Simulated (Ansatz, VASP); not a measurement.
## LiHfC3: VASP beside Ansatz

```
Li Hf C
1.0
     4.34982    0.00000    0.00000
    -2.17491    3.76705    0.00000
     0.00000    0.00000    6.08011
Li Hf C
1 1 3
Direct
  0.00000 0.00000 0.50000
  0.00000 0.00000 0.00000
  0.50000 0.00000 0.00000
  0.00000 0.50000 0.00000
  0.50000 0.50000 0.00000
```

Alike in both runs: task relaxation of cell and atoms; functional PBE; k mesh 12 × 12 × 6; occupations gaussian, width 0.1 eV; no spin polarisation.

|  | VASP | Ansatz |
| --- | --- | --- |
| version | VASP 6.6.1 | Ansatz 0.2.0 |
| potentials or method | VASP PAW PBE potentials, release 64 (Li_sv, Hf_pv, C), cutoff 600 eV | scalar-relativistic, plane waves, PAW |
| valence electrons in the cell | 25 | 41 |

```tsv
	VASP	Ansatz	Ansatz less VASP
gap on the k mesh at the Fermi level, each at its own relaxed structure (eV)	none	none	-
relaxed volume (Å³/atom)	19.91	19.86	-0.049
relaxed length of the cell vector where the two differ most in proportion (Å)	4.347	4.340	-0.0074
```

A gap of «none» marks a metal or a gap that the smearing closes. VASP's potentials hold 25 valence electrons a cell and Ansatz's 41, so a difference there can come from the potentials and not from the codes.

Neither program's run includes spin-orbit coupling. Noted on VASP's run: the cutoff is under 1.25 times that of the potentials, so the pressure is a little rough.
